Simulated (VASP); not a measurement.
The system is SnSe2.

```
Sn Se
1.0
     6.06000    0.00000    0.00000
     0.00000    6.06000    0.00000
     0.00000    0.00000    3.93900
Sn Se
2 4
Direct
  0.00000 0.00000 0.00000
  0.50000 0.50000 0.50000
  0.30500 0.30500 0.00000
  0.19500 0.80500 0.50000
  0.69500 0.69500 0.00000
  0.80500 0.19500 0.50000
```

| Property | Result |
| --- | --- |
| Program | VASP 6.6.1 |
| Task | relaxation of cell and atoms |
| Functional | PBE |
| Potentials or basis | VASP PAW PBE potentials, release 64 (Sn_d, Se) |
| Cutoff | 600 eV |
| k mesh | 4 × 4 × 6 |
| Occupations | methfessel-paxton, width 0.02 eV |
| Spin | no spin polarisation |

At the start: pressure 12.9 GPa; volume 24.11 Å³/atom.

Problem. Where does the relaxation end?

Solution. Over 9 steps the energy falls by 159.4 meV/atom and the volume is 28.97 Å³/atom (+20.1 %); space group P4_2/mnm (No. 136, to 0.1 Å) before and after.

The path:
```
step  energy change (eV)  largest force (eV/Å)  pressure (GPa)  volume (Å³)
   1              0.0000                0.3147           12.93       144.65
   2             -0.6596                0.2873           -3.95       189.32
   3             -0.9126                0.1531            0.04       171.05
   4             -0.9285                0.0999            0.01       171.49
   5             -0.9534                0.0274            0.12       172.70
   6             -0.9550                0.0616            0.22       173.05
   7             -0.9553                0.0072           -0.28       174.79
   8             -0.9559                0.0242           -0.06       174.00
   9             -0.9562                0.0074            0.00       173.80
```

Final structure:
```yaml
crystal:
  lattice:
    - [6.58024, 0.00000, 0.00000]
    - [0.00000, 6.58024, 0.00000]
    - [0.00000, 0.00000, 4.01387]
  atoms:
    - { symbol: Sn, position: [0.00000, 0.00000, 0.00000] }
    - { symbol: Sn, position: [0.50000, 0.50000, 0.50000] }
    - { symbol: Se, position: [0.30708, 0.30708, 0.00000] }
    - { symbol: Se, position: [0.19292, 0.80708, 0.50000] }
    - { symbol: Se, position: [0.69292, 0.69292, 0.00000] }
    - { symbol: Se, position: [0.80708, 0.19292, 0.50000] }
```

Caveat: the volume moved by over 15 % at a fixed basis, so the end points are rough.
